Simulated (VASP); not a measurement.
# TiSi16 (a cell with a defect) in VASP: single point with PBE

Aim: the single point of TiSi16 (a cell with a defect) with PBE.

Everything below comes from runs of VASP 6.6.1. Logs are shortened: lines on timing, memory, paths and dates and some standing lists are left out, and cuts for length are marked.

### Step 1. The cell of the first run

The cell holds a defect, 17 atoms: a = 7.679 Å, b = 7.679 Å, c = 7.679 Å, α = 60.00°, β = 60.00°, γ = 60.00°.

### Step 2. Single point, PBE

File INCAR:

```
SYSTEM = TiSi16
PREC = Accurate
ENCUT = 520
EDIFF = 1E-7
ISMEAR = 0
SIGMA = 0.05
LREAL = Auto
LASPH = .TRUE.
NELM = 60
ALGO = Normal
ISIF = 2
LWAVE = .FALSE.
LCHARG = .FALSE.
GGA = PE
NBANDS = 52
```

File KPOINTS:

```
Automatic mesh
0
G
  2 2 2
  0 0 0
```

File POSCAR:

```
TiSi16
1.0
    0.0000000000      5.4300000000      5.4300000000
    5.4300000000      0.0000000000      5.4300000000
    5.4300000000      5.4300000000      0.0000000000
Si Ti
16 1
Direct
   -0.0042737569     -0.0002969613      0.0004122468
    0.0988040516      0.1336425414      0.1340499079
   -0.0046581952     -0.0001176796      0.5047058932
    0.1334854512      0.1121127072      0.6273246777
   -0.0038836096      0.5043432781      0.0000311234
    0.1340512891      0.6266197974      0.1131341621
    0.0117404236      0.4953945672      0.4968216390
    0.1337756906      0.6269046041      0.6267279926
    0.4701511050      0.0097643646      0.0104279006
    0.6214884899      0.1184151934      0.1200295580
    0.5127263352     -0.0205515654      0.5039865562
    0.6210849908      0.1186914365      0.6407107735
    0.5143923573      0.5029310313     -0.0189643646
    0.6220241252      0.6405064457      0.1191298343
    0.5137428177      0.5035503683      0.5024050645
    0.6503488950      0.6156131676      0.6173813076
    0.3942726519      0.3680967772      0.3691608656
```

Potentials or basis: VASP PAW PBE potentials, release 64 (Si, Ti_sv).

On the command line:

```console
cat potpaw_PBE.64/Si/POTCAR potpaw_PBE.64/Ti_sv/POTCAR > POTCAR
mpirun -np 1 vasp_std > vasp.out
```

OUTCAR:

```text
SYSTEM = TiSi16
   PREC = Accurate
   ENCUT = 520
   EDIFF = 1E-7
   ISMEAR = 0
   LREAL = Auto
   LASPH = .TRUE.
   NELM = 60
   ISIF = 2
   GGA = PE

 ion  position               nearest neighbor table
   1  0.996  1.000  0.000-   2 2.33   4 2.34   6 2.34  10 2.35
   2  0.099  0.134  0.134-   3 2.33   1 2.33   9 2.33   5 2.33
   3  0.995  1.000  0.505-   2 2.33   8 2.34   4 2.34  12 2.35
   4  0.133  0.112  0.627-   3 2.34   1 2.34  11 2.38   7 2.40  17 2.81
   5  0.996  0.504  0.000-   2 2.33   8 2.34   6 2.34  14 2.35
   6  0.134  0.627  0.113-   1 2.34   5 2.34  13 2.39   7 2.41  17 2.80
   7  0.012  0.495  0.497-  16 2.27  17 2.40   4 2.40   8 2.40   6 2.41
   8  0.134  0.627  0.627-   3 2.34   5 2.34  15 2.38   7 2.40  17 2.80
   9  0.470  0.010  0.010-  14 2.32  10 2.32  12 2.33   2 2.33
  10  0.621  0.118  0.120-   9 2.32   1 2.35  11 2.41  13 2.41  17 2.71
  11  0.513  0.979  0.504-  16 2.28   4 2.38  10 2.41  12 2.41  17 2.44
  12  0.621  0.119  0.641-   9 2.33   3 2.35  11 2.41  15 2.42  17 2.71
  13  0.514  0.503  0.981-  16 2.28   6 2.39  14 2.41  10 2.41  17 2.43
  14  0.622  0.641  0.119-   9 2.32   5 2.35  15 2.41  13 2.41  17 2.72
  15  0.514  0.504  0.502-  16 2.28   8 2.38  14 2.41  12 2.42  17 2.43
  16  0.650  0.616  0.617-   7 2.27  13 2.28  15 2.28  11 2.28
  17  0.394  0.368  0.369-   7 2.40  13 2.43  15 2.43  11 2.44  12 2.71  10 2.71  14 2.72   6 2.80
                             8 2.80   4 2.81

  LATTYP: Found a face centered cubic cell.
 ALAT       =    10.8600000000

  Lattice vectors:

 A1 = (   0.0000000000,   5.4300000000,   5.4300000000)
 A2 = (   5.4300000000,   0.0000000000,   5.4300000000)
 A3 = (   5.4300000000,   5.4300000000,   0.0000000000)

Analysis of symmetry for initial positions (statically):
=====================================================================
 Subroutine PRICEL returns:
 Original cell was already a primitive cell.

 Routine SETGRP: Setting up the symmetry group for a
 face centered cubic supercell.

 Subroutine GETGRP returns: Found  1 space group operations
 (whereof  1 operations were pure point group operations)
 out of a pool of 48 trial point group operations.

The static configuration has the point symmetry C_1 .

Analysis of symmetry for dynamics (positions and initial velocities):
=====================================================================
 Subroutine PRICEL returns:
 Original cell was already a primitive cell.

 Routine SETGRP: Setting up the symmetry group for a
 face centered cubic supercell.

 Subroutine GETGRP returns: Found  1 space group operations
 (whereof  1 operations were pure point group operations)
 out of a pool of 48 trial point group operations.

The dynamic configuration has the point symmetry C_1 .

 Subroutine INISYM returns: Found  1 space group operations
 (whereof  1 operations are pure point group operations),
 and found     1 'primitive' translations

----------------------------------------------------------------------------------------

                                     Primitive cell

  volume of cell :     320.2060

  direct lattice vectors                    reciprocal lattice vectors
     0.000000000  5.430000000  5.430000000    -0.092081031  0.092081031  0.092081031
     5.430000000  0.000000000  5.430000000     0.092081031 -0.092081031  0.092081031
     5.430000000  5.430000000  0.000000000     0.092081031  0.092081031 -0.092081031

  length of vectors
     7.679179644  7.679179644  7.679179644     0.159489025  0.159489025  0.159489025

  position of ions in fractional coordinates (direct lattice)
     0.995726243  0.999703039  0.000412247
     0.098804052  0.133642541  0.134049908
     0.995341805  0.999882320  0.504705893
     0.133485451  0.112112707  0.627324678
     0.996116390  0.504343278  0.000031123
     0.134051289  0.626619797  0.113134162
[... 9 lines left out ...]
     0.650348895  0.615613168  0.617381308
     0.394272652  0.368096777  0.369160866

  ion indices of the primitive-cell ions
   primitive index   ion index
                 1           1
                 2           2
                 3           3
                 4           4
                 5           5
                 6           6
[... 9 lines left out ...]
                16          16
                17          17

----------------------------------------------------------------------------------------

 KPOINTS: Automatic mesh

Automatic generation of k-mesh.
 Grid dimensions read from file:
 generate k-points for:    2    2    2

 Generating k-lattice:

  Cartesian coordinates                     Fractional coordinates (reciprocal lattice)
    -0.046040516  0.046040516  0.046040516     0.500000000  0.000000000  0.000000000
     0.046040516 -0.046040516  0.046040516     0.000000000  0.500000000  0.000000000
     0.046040516  0.046040516 -0.046040516     0.000000000  0.000000000  0.500000000

  Length of vectors
     0.079744512  0.079744512  0.079744512

  Shift w.r.t. Gamma in fractional coordinates (k-lattice)
     0.000000000  0.000000000  0.000000000

 Subroutine IBZKPT returns following result:
 ===========================================

 Found      8 irreducible k-points:

 Following reciprocal coordinates:
            Coordinates               Weight
  0.000000  0.000000  0.000000      1.000000
  0.500000  0.000000  0.000000      1.000000
  0.000000  0.500000  0.000000      1.000000
  0.000000  0.000000  0.500000      1.000000
  0.500000  0.500000  0.500000      1.000000
  0.500000  0.500000  0.000000      1.000000
  0.000000  0.500000  0.500000      1.000000
  0.500000  0.000000  0.500000      1.000000
   k-points           NKPTS =      8   k-points in BZ     NKDIM =      8   number of bands    NBANDS=     52
   number of dos      NEDOS =    301   number of ions     NIONS =     17
   total plane-waves  NPLWV = 216000
   dimension x,y,z NGX =    60 NGY =   60 NGZ =   60
   dimension x,y,z NGXF=   120 NGYF=  120 NGZF=  120
   ions per type =              16   1
   NGX,Y,Z   is equivalent  to a cutoff of  12.99, 12.99, 12.99 a.u.
   NGXF,Y,Z  is equivalent  to a cutoff of  25.98, 25.98, 25.98 a.u.
 SYSTEM =  TiSi16
   PREC   = accura    normal or accurate (medium, high low for compatibility)
   ISTART =      0    job   : 0-new  1-cont  2-samecut
   ICHARG =      2    charge: 1-file 2-atom 10-const
   ISPIN  =      1    spin polarized calculation?
   LNONCOLLINEAR =      F non collinear calculations
   LSORBIT =      F    spin-orbit coupling
   LASPH  =      T    aspherical Exc in radial PAW
   ENCUT  =  520.0 eV  38.22 Ry    6.18 a.u.  14.28 14.28 14.28*2*pi/ulx,y,z
   NELM   =     60;   NELMIN=  2; NELMDL= -5     # of ELM steps
   EDIFF  = 0.1E-06   stopping-criterion for ELM
   LREAL  =      T    real-space projection
   EDIFFG = 0.1E-05   stopping-criterion for IOM
   NSW    =      0    number of steps for IOM
   IBRION =     -1    ionic relax: 0-MD 1-quasi-New 2-CG
   NFREE  =      0    steps in history (QN), initial steepest desc. (CG)
   ISIF   =      2    stress and relaxation
   ISYM   =      2    0-nonsym 1-usesym 2-fastsym
   POTIM  = 0.5000    time-step for ionic-motion
   TEBEG  =    0.0;   TEEND  =   0.0 temperature during run
   PSTRESS=    0.0 pullay stress
   NELECT =      76.0000    total number of electrons
   NUPDOWN=      -1.0000    fix difference up-down
   EMIN   =  10.00;   EMAX   =-10.00  energy-range for DOS
   EFERMI =   0.00;   METHOD = LEGACY
   ISMEAR =     0;   SIGMA  =   0.05  broadening in eV -4-tet -1-fermi 0-gaus
   EFERMI_NEDOS =   21; number of points for ismear=-14 and -15
   IALGO  =     38    algorithm
   IMIX   =      4    mixing-type and parameters
     AMIX     =   0.40;   BMIX     =  1.00
     AMIX_MAG =   1.60;   BMIX_MAG =  1.00
  volume/ion in A,a.u.               =      18.84       127.11
  Fermi-wavevector in a.u.,A,eV,Ry     =   1.013607  1.915439 13.978610  1.027399
  Thomas-Fermi vector in A             =   2.146786
   LORBIT       =      0    0 simple, 1 ext, 2 COOP (PROOUT), +10 PAW based schemes
   GGA     = PE    functional components
   LHFCALC =     F    Hartree Fock is set to
   AEXX    =    0.0000 exact exchange contribution
   IVDW    =     0    specifies the selected vdW correction
   LEPSILON=     F    determine dielectric tensor
   LRPA    =     F    only Hartree local field effects (RPA)
 non-spin polarized calculation
 Gauss-broadening in eV      SIGMA  =   0.05
  energy-cutoff  :      520.00
  volume of cell :      320.21
 maximum number of plane-waves:      8646
 NGX is ok and might be reduce to    60
   NGX = 29   NGY = 29   NGZ = 29

 number of electron      76.0000001 magnetization

 Free energy of the ion-electron system (eV)
  ---------------------------------------------------
  ext. energy  EPLUGINS =         0.00000000
  ---------------------------------------------------
  free energy    TOTEN  =       -92.15094359 eV

  energy without entropy =      -92.12433572  energy(sigma->0) =      -92.13763965

 E-fermi :   6.8975     XC(G=0):  -9.7555

 val. band max:        6.8647670112   @ k =   0.0000   0.0000   0.0000
 cond. band min:       6.9016788959   @ k =   0.5000   0.5000   0.0000
 fundamental gap:      0.0369118847
 Fermi energy:         6.8974827028

 k-point     1 :       0.0000    0.0000    0.0000
  band No.  band energies     occupation
      1     -49.8693      2.00000
      2     -26.2507      2.00000
      3     -26.2399      2.00000
      4     -26.2358      2.00000
      5      -5.7145      2.00000
      6      -3.5150      2.00000
[... 42 lines left out ...]
     49       8.2002      0.00000
     50       8.4887      0.00000

 k-point     2 :       0.5000    0.0000    0.0000
  band No.  band energies     occupation
      1     -49.8693      2.00000
      2     -26.2507      2.00000
      3     -26.2399      2.00000
      4     -26.2358      2.00000
      5      -4.9939      2.00000
      6      -4.8096      2.00000
[... 310 lines left out ...]
 k-point     8 :       0.5000    0.0000    0.5000
  band No.  band energies     occupation
      1     -49.8693      2.00000
      2     -26.2507      2.00000
      3     -26.2399      2.00000
      4     -26.2358      2.00000
      5      -4.6843      2.00000
      6      -4.5957      2.00000
[... 42 lines left out ...]
     49       9.8576      0.00000
     50      10.5171      0.00000
 [bands above 50 left out]

------------------------ aborting loop because EDIFF is reached ----------------------------------------

  FORCE on cell =-STRESS in cart. coord.  units (eV):
  Direction    XX          YY          ZZ          XY          YZ          ZX
  --------------------------------------------------------------------------------------
  -------------------------------------------------------------------------------------
  Total        7.6877219      7.7279339      7.6148064      0.1211345     -0.1095137      0.1219936
  in kB       38.4661535     38.6673579     38.1013152      0.6061063     -0.5479607      0.6104052
  external PRESSURE =      38.4116089 kB  Pullay stress =       0.0000000 kB

 VOLUME and BASIS-vectors are now :
 -----------------------------------------------------------------------------
  energy-cutoff  :      520.00
  volume of cell :      320.21
      direct lattice vectors                 reciprocal lattice vectors
     0.000000000  5.430000000  5.430000000    -0.092081031  0.092081031  0.092081031
     5.430000000  0.000000000  5.430000000     0.092081031 -0.092081031  0.092081031
     5.430000000  5.430000000  0.000000000     0.092081031  0.092081031 -0.092081031

 POSITION                                       TOTAL-FORCE (eV/Angst)
 -----------------------------------------------------------------------------------
      5.43063      5.40903     10.83518        -0.005937      0.037373      0.036508
      1.45357      1.26440      1.26218        -0.072890      0.071470      0.075941
      8.16991      8.14526     10.83407        -0.039348      0.005277      0.040246
      4.01515      4.13120      1.33360         0.017630     -0.016616      0.005532
      2.73875      5.40908      8.14750        -0.035456      0.037216      0.008920
      4.01686      1.34222      4.13044         0.017697      0.011815     -0.017088
[... 9 lines left out ...]
      6.69516      6.88378      6.87417         0.071820     -0.068647     -0.070484
      4.00331      4.14544      4.13967         0.118695     -0.119988     -0.125284
 -----------------------------------------------------------------------------------
    total drift:                                0.003947     -0.008088     -0.007012

  FREE ENERGIE OF THE ION-ELECTRON SYSTEM (eV)
  ---------------------------------------------------
  free  energy   TOTEN  =       -92.1509435889 eV

  energy  without entropy=      -92.1243357158  energy(sigma->0) =      -92.13763965
```

Wall time 7.5 min (1 thread of Intel Xeon 8259CL, shared host); peak memory 0.5 GiB.

What came out:

```
Free energy            : -92.1509 eV
Pressure               : 3.8 GPa
Largest force          : 0.210 eV/Å
Band gap on the k mesh : zero (band 38 reaches 6.91 eV, above the bottom of band 39 at 6.56 eV)
```

Forces on the atoms (eV/Å):
```
Si  -0.006  0.037  0.037
Si  -0.073  0.071  0.076
Si  -0.039  0.005  0.040
Si   0.018 -0.017  0.006
Si  -0.035  0.037  0.009
Si   0.018  0.012 -0.017
Si   0.081 -0.084 -0.086
Si  -0.007 -0.015 -0.017
Si  -0.066  0.065  0.071
Si   0.012  0.040  0.042
Si   0.015 -0.016  0.041
Si  -0.041 -0.015  0.045
Si   0.018  0.043 -0.022
Si  -0.040  0.041 -0.009
Si  -0.044 -0.017 -0.019
Si   0.072 -0.069 -0.070
Ti   0.119 -0.120 -0.125
```

Levels at points of the mesh, in eV from the Fermi level:
```
           k point  band 33  band 34  band 35  band 36  band 37  band 38  band 39  band 40  band 41  band 42
(0.00, 0.00, 0.00)    -1.63    -0.99    -0.98    -0.98    -0.45    -0.35    -0.34    -0.05    -0.03     0.26
(0.50, 0.00, 0.00)    -1.94    -1.94    -1.33    -1.33    -0.32    -0.06    -0.04     0.53     0.53     0.94
(0.00, 0.50, 0.00)    -1.93    -1.92    -1.36    -1.31    -0.22     0.02     0.19     0.43     0.51     0.78
(0.00, 0.00, 0.50)    -1.93    -1.92    -1.36    -1.31    -0.23     0.00     0.20     0.43     0.51     0.79
(0.50, 0.50, 0.50)    -1.93    -1.92    -1.36    -1.31    -0.23     0.01     0.20     0.43     0.51     0.79
(0.50, 0.50, 0.00)    -2.40    -1.99    -1.96    -1.82    -0.65     0.00     0.56     0.65     1.13     1.36
(0.00, 0.50, 0.50)    -2.40    -1.98    -1.96    -1.82    -0.65     0.01     0.56     0.66     1.13     1.35
(0.50, 0.00, 0.50)    -2.41    -1.98    -1.95    -1.83    -0.65     0.01     0.56     0.66     1.13     1.35
```

Caveat: the k points lie up to 0.50 Å⁻¹ apart.
